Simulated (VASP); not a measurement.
# H11C2NO4 in VASP: notebook

H11C2NO4 is run at these levels: r2SCAN+D3(BJ); tasks: single point.

Program: VASP 6.6.1. These are calculated values, not measurements. Logs are shortened: lines on timing, memory, paths and dates and some standing lists are left out, and cuts for length are marked.

### 1 The cell of the first run

The cell holds a disordered packing, 18 atoms: a = 5.915 Å, b = 5.915 Å, c = 5.915 Å, α = 90.00°, β = 90.00°, γ = 90.00°.

### 2 Single point, r2SCAN+D3(BJ)

The input, POSCAR:

```
H11C2NO4
1.0
    5.9154820000      0.0000000000      0.0000000000
    0.0000000000      5.9154820000      0.0000000000
    0.0000000000      0.0000000000      5.9154820000
O H C N
4 11 2 1
Direct
    0.3630304344      0.2643740612      0.2444602147
    0.6639526585      0.9620517821      0.1020035223
    0.2702231196      0.7223249094      0.0619222576
    1.0131549720      0.9509115234      0.7131117971
    0.3087829529      0.4013874102      0.1656162592
    0.2406228267      0.1578062447      0.2677550198
    0.7282753967      0.9977039910     -0.0407067421
    0.5985480135      1.0984734634      0.1576202920
    0.1629453018      0.7680523751     -0.0542812910
    0.3948452552      0.8287067732      0.0496831873
    0.9191305121      0.8737073327      0.5989030142
    1.1539888043      0.9858199214      0.6479945337
    0.6590502684      0.4609091871      0.8722366157
    0.5888615670      0.2736547926      0.6574781227
    0.8498884791      0.4379186683      0.6239390129
    0.6660995672      0.4319174667      0.6866388910
    0.5380964730      0.6270494949      0.6167375710
    0.4567844176      0.7998333864      0.5729879662
```

The input, INCAR.step1:

```
SYSTEM = H11C2NO4
ALGO = Normal
EDIFF = 1E-5
ENCUT = 580
GGA = PE
GGA_COMPAT = .False.
ISMEAR = -1
LASPH = .True.
LCHARG = .False.
LREAL = .False.
LWAVE = .True.
NBANDS = 39
NELM = 120
PREC = Accurate
SIGMA = 0.02
```

The input, INCAR.step2:

```
SYSTEM = H11C2NO4
ALGO = Normal
EDIFF = 1E-6
ENCUT = 580
GGA_COMPAT = .False.
ISIF = 2
ISMEAR = -1
ISTART = 1
IVDW = 12
LASPH = .True.
LCHARG = .False.
LMIXTAU = .True.
LREAL = .False.
LWAVE = .False.
METAGGA = R2SCAN
NBANDS = 39
NELM = 120
PREC = Accurate
SIGMA = 0.02
VDW_A1 = 0.49484001
VDW_A2 = 5.73083694
VDW_S6 = 1.0
VDW_S8 = 0.78981345
```

The input, KPOINTS:

```
k-points
0
Gamma
  1 1 1
  0 0 0
```

Potentials or basis: VASP PAW PBE potentials, release 64 (O, H, C, N).

Started as:

```
$ cat potpaw_PBE.64/O/POTCAR potpaw_PBE.64/H/POTCAR potpaw_PBE.64/C/POTCAR potpaw_PBE.64/N/POTCAR > POTCAR
$ cp INCAR.step1 INCAR
$ mpirun -np 1 vasp_gam > vasp.out
$ cp INCAR.step2 INCAR
$ mpirun -np 1 vasp_gam > vasp.out
```

OUTCAR:

```text
SYSTEM = H11C2NO4
   EDIFF = 1E-6
   ENCUT = 580
   ISIF = 2
   ISMEAR = -1
   ISTART = 1
   IVDW = 12
   LASPH = .True.
   LREAL = .False.
   METAGGA = R2SCAN
   NELM = 120
   PREC = Accurate
 IVDW          = 12

 ion  position               nearest neighbor table
   1  0.363  0.264  0.244-   6 0.97   5 0.99
   2  0.664  0.962  0.102-   7 0.95   8 0.95
   3  0.270  0.722  0.062-  10 0.97   9 0.97
   4  0.013  0.951  0.713-  12 0.94  11 0.99
   5  0.309  0.401  0.166-   1 0.99
   6  0.241  0.158  0.268-   1 0.97
   7  0.728  0.998  0.959-   2 0.95
   8  0.599  0.098  0.158-   2 0.95
   9  0.163  0.768  0.946-   3 0.97
  10  0.395  0.829  0.050-   3 0.97
  11  0.919  0.874  0.599-   4 0.99
  12  0.154  0.986  0.648-   4 0.94
  13  0.659  0.461  0.872-  16 1.11
  14  0.589  0.274  0.657-  16 1.06
  15  0.850  0.438  0.624-  16 1.15
  16  0.666  0.432  0.687-  14 1.06  13 1.11  15 1.15  17 1.44
  17  0.538  0.627  0.617-  18 1.16  16 1.44
  18  0.457  0.800  0.573-  17 1.16

  LATTYP: Found a simple cubic cell.
 ALAT       =     5.9154820000

  Lattice vectors:

 A1 = (   5.9154820000,   0.0000000000,   0.0000000000)
 A2 = (   0.0000000000,   5.9154820000,   0.0000000000)
 A3 = (   0.0000000000,   0.0000000000,   5.9154820000)

Analysis of symmetry for initial positions (statically):
=====================================================================
 Subroutine PRICEL returns:
 Original cell was already a primitive cell.

 Routine SETGRP: Setting up the symmetry group for a
 simple cubic supercell.

 Subroutine GETGRP returns: Found  1 space group operations
 (whereof  1 operations were pure point group operations)
 out of a pool of 48 trial point group operations.

The static configuration has the point symmetry C_1 .

Analysis of symmetry for dynamics (positions and initial velocities):
=====================================================================
 Subroutine PRICEL returns:
 Original cell was already a primitive cell.

 Routine SETGRP: Setting up the symmetry group for a
 simple cubic supercell.

 Subroutine GETGRP returns: Found  1 space group operations
 (whereof  1 operations were pure point group operations)
 out of a pool of 48 trial point group operations.

The dynamic configuration has the point symmetry C_1 .

 Subroutine INISYM returns: Found  1 space group operations
 (whereof  1 operations are pure point group operations),
 and found     1 'primitive' translations

----------------------------------------------------------------------------------------

                                     Primitive cell

  volume of cell :     207.0000

  direct lattice vectors                    reciprocal lattice vectors
     5.915482000  0.000000000  0.000000000     0.169047932  0.000000000  0.000000000
     0.000000000  5.915482000  0.000000000     0.000000000  0.169047932  0.000000000
     0.000000000  0.000000000  5.915482000     0.000000000  0.000000000  0.169047932

  length of vectors
     5.915482000  5.915482000  5.915482000     0.169047932  0.169047932  0.169047932

  position of ions in fractional coordinates (direct lattice)
     0.363030434  0.264374061  0.244460215
     0.663952659  0.962051782  0.102003522
     0.270223120  0.722324909  0.061922258
     0.013154972  0.950911523  0.713111797
     0.308782953  0.401387410  0.165616259
     0.240622827  0.157806245  0.267755020
[... 10 lines left out ...]
     0.538096473  0.627049495  0.616737571
     0.456784418  0.799833386  0.572987966

  ion indices of the primitive-cell ions
   primitive index   ion index
                 1           1
                 2           2
                 3           3
                 4           4
                 5           5
                 6           6
[... 10 lines left out ...]
                17          17
                18          18

----------------------------------------------------------------------------------------

 KPOINTS: k-points

Automatic generation of k-mesh.
 Grid dimensions read from file:
 generate k-points for:    1    1    1

 Generating k-lattice:

  Cartesian coordinates                     Fractional coordinates (reciprocal lattice)
     0.169047932  0.000000000  0.000000000     1.000000000  0.000000000  0.000000000
     0.000000000  0.169047932  0.000000000     0.000000000  1.000000000  0.000000000
     0.000000000  0.000000000  0.169047932     0.000000000  0.000000000  1.000000000

  Length of vectors
     0.169047932  0.169047932  0.169047932

  Shift w.r.t. Gamma in fractional coordinates (k-lattice)
     0.000000000  0.000000000  0.000000000

 Subroutine IBZKPT returns following result:
 ===========================================

 Found      1 irreducible k-points:

 Following reciprocal coordinates:
            Coordinates               Weight
  0.000000  0.000000  0.000000      1.000000
   k-points           NKPTS =      1   k-points in BZ     NKDIM =      1   number of bands    NBANDS=     39
   number of dos      NEDOS =    301   number of ions     NIONS =     18
   total plane-waves  NPLWV = 110592
   dimension x,y,z NGX =    48 NGY =   48 NGZ =   48
   dimension x,y,z NGXF=    96 NGYF=   96 NGZF=   96
   ions per type =               4  11   2   1
   NGX,Y,Z   is equivalent  to a cutoff of  13.49, 13.49, 13.49 a.u.
   NGXF,Y,Z  is equivalent  to a cutoff of  26.98, 26.98, 26.98 a.u.
 SYSTEM =  H11C2NO4
   PREC   = accura    normal or accurate (medium, high low for compatibility)
   ISTART =      1    job   : 0-new  1-cont  2-samecut
   ICHARG =      0    charge: 1-file 2-atom 10-const
   ISPIN  =      1    spin polarized calculation?
   LNONCOLLINEAR =      F non collinear calculations
   LSORBIT =      F    spin-orbit coupling
   LASPH  =      T    aspherical Exc in radial PAW
   ENCUT  =  580.0 eV  42.63 Ry    6.53 a.u.  11.62 11.62 11.62*2*pi/ulx,y,z
   NELM   =    120;   NELMIN=  2; NELMDL=  0     # of ELM steps
   EDIFF  = 0.1E-05   stopping-criterion for ELM
   LREAL  =      F    real-space projection
   EDIFFG = 0.1E-04   stopping-criterion for IOM
   NSW    =      0    number of steps for IOM
   IBRION =     -1    ionic relax: 0-MD 1-quasi-New 2-CG
   NFREE  =      0    steps in history (QN), initial steepest desc. (CG)
   ISIF   =      2    stress and relaxation
   ISYM   =      2    0-nonsym 1-usesym 2-fastsym
   POTIM  = 0.5000    time-step for ionic-motion
   TEBEG  =    0.0;   TEEND  =   0.0 temperature during run
   PSTRESS=    0.0 pullay stress
   NELECT =      48.0000    total number of electrons
   NUPDOWN=      -1.0000    fix difference up-down
   EMIN   =  10.00;   EMAX   =-10.00  energy-range for DOS
   EFERMI =   0.00;   METHOD = LEGACY
   ISMEAR =    -1;   SIGMA  =   0.02  broadening in eV -4-tet -1-fermi 0-gaus
   EFERMI_NEDOS =   21; number of points for ismear=-14 and -15
   IALGO  =     38    algorithm
   IMIX   =      4    mixing-type and parameters
     AMIX     =   0.40;   BMIX     =  1.00
     AMIX_MAG =   1.60;   BMIX_MAG =  1.00
  volume/ion in A,a.u.               =      11.50        77.61
  Fermi-wavevector in a.u.,A,eV,Ry     =   1.005769  1.900629 13.763275  1.011572
  Thomas-Fermi vector in A             =   2.138470
   LORBIT       =      0    0 simple, 1 ext, 2 COOP (PROOUT), +10 PAW based schemes
   METAGGA = R2SCAN    functional components
   LHFCALC =     F    Hartree Fock is set to
   AEXX    =    0.0000 exact exchange contribution
   IVDW    =    12    specifies the selected vdW correction
   LEPSILON=     F    determine dielectric tensor
   LRPA    =     F    only Hartree local field effects (RPA)
 non-spin polarized calculation
  energy-cutoff  :      580.00
  volume of cell :      207.00
 maximum number of plane-waves:      3310
 NGX is ok and might be reduce to    48
   NGX = 23   NGY = 23   NGZ = 23

 number of electron      48.0000006 magnetization

 Free energy of the ion-electron system (eV)
  ---------------------------------------------------
  ext. energy  EPLUGINS =         0.00000000
  ---------------------------------------------------
  free energy    TOTEN  =      -101.88428500 eV

  energy without entropy =     -101.88428500  energy(sigma->0) =     -101.88428500

 E-fermi :  -3.3344     XC(G=0):  -6.8148

 val. band max:       -3.8558104660   @ k =   0.0000   0.0000   0.0000
 cond. band min:       1.3211934610   @ k =   0.0000   0.0000   0.0000
 fundamental gap:      5.1770039270
 Fermi energy:        -3.3344381300

 k-point     1 :       0.0000    0.0000    0.0000
  band No.  band energies     occupation
      1     -24.0756      2.00000
      2     -23.6943      2.00000
      3     -23.2787      2.00000
      4     -22.6728      2.00000
      5     -21.0558      2.00000
      6     -17.2337      2.00000
[... 28 lines left out ...]
     35       7.4886      0.00000
     36       7.8019      0.00000
 [bands above 36 left out]

------------------------ aborting loop because EDIFF is reached ----------------------------------------

 Edisp (eV)   -0.32956

 E8    (eV) :    -0.0511

  FORCE on cell =-STRESS in cart. coord.  units (eV):
  Direction    XX          YY          ZZ          XY          YZ          ZX
  --------------------------------------------------------------------------------------
  -------------------------------------------------------------------------------------
  Total      -1.21855    -1.43687     0.11098     0.18654     0.22459    -0.54722
  in kB      -9.43158   -11.12135     0.85902     1.44384     1.73829    -4.23546
  external pressure =       -6.56 kB  Pullay stress =        0.00 kB

 VOLUME and BASIS-vectors are now :
 -----------------------------------------------------------------------------
  energy-cutoff  :      580.00
  volume of cell :      207.00
      direct lattice vectors                 reciprocal lattice vectors
     5.915482000  0.000000000  0.000000000     0.169047932  0.000000000  0.000000000
     0.000000000  5.915482000  0.000000000     0.000000000  0.169047932  0.000000000
     0.000000000  0.000000000  5.915482000     0.000000000  0.000000000  0.169047932

 POSITION                                       TOTAL-FORCE (eV/Angst)
 -----------------------------------------------------------------------------------
      2.14750      1.56390      1.44610        -0.157040      0.509607     -0.033439
      3.92760      5.69100      0.60340         0.353508     -1.083574      0.162393
      1.59850      4.27290      0.36630        -0.719308     -0.414021     -0.177854
      0.07782      5.62510      4.21840        -2.327380     -0.548885      0.294676
      1.82660      2.37440      0.97970        -0.034064     -0.360509      0.421324
      1.42340      0.93350      1.58390         0.146379      0.342819     -0.291752
[... 10 lines left out ...]
      3.18310      3.70930      3.64830         0.472003      0.086120     -0.694859
      2.70210      4.73140      3.38950        -0.115399     -0.088194     -0.066678
 -----------------------------------------------------------------------------------
    total drift:                               -0.000245      0.001648     -0.000508

  FREE ENERGIE OF THE ION-ELECTRON SYSTEM (eV)
  ---------------------------------------------------
  free  energy   TOTEN  =      -102.2138499729 eV

  energy  without entropy=     -102.2138499729  energy(sigma->0) =     -102.21384997
```

Run time: 86 s. Hardware: 1 thread of AMD EPYC 9R14 (Zen 4), shared host; peak memory 0.3 GiB.

What came out:

```yaml
Free_energy: -102.2138 eV
Pressure: -0.7 GPa
Largest_force: 2.548 eV/Å
Dispersion_energy_per_atom: -0.018 eV
```

Forces on the atoms (eV/Å):
```
O   -0.157  0.510 -0.033
O    0.354 -1.084  0.162
O   -0.719 -0.414 -0.178
O   -2.327 -0.549  0.295
H   -0.034 -0.361  0.421
H    0.146  0.343 -0.292
H    0.621  0.147 -0.747
H   -0.743  0.908  0.448
H    0.098 -0.048  0.150
H    0.482 -0.100  0.206
H    0.783  0.591  0.440
H    1.348 -0.027 -0.831
H    0.572 -0.459 -0.248
H   -0.578 -1.142 -0.663
H   -1.608 -0.106  0.489
C    1.407  1.792  1.142
C    0.472  0.086 -0.695
N   -0.115 -0.088 -0.067
```

Stress tensor (GPa, compression positive):
```
-0.94  0.14 -0.42
 0.14 -1.11  0.17
-0.42  0.17  0.09
```

Levels at points of the mesh, in eV from the Fermi level:
| k point | band 22 | band 23 | band 24 | band 25 | band 26 | band 27 |
| --- | --- | --- | --- | --- | --- | --- |
| (0.00, 0.00, 0.00) | -1.40 | -0.96 | -0.52 | 4.66 | 5.97 | 6.41 |

Caveat: the k points lie up to 1.06 Å⁻¹ apart; the PAW data sets were made with another functional, which shifts forces and pressure a little.

(Continued in part 2 of 2.)
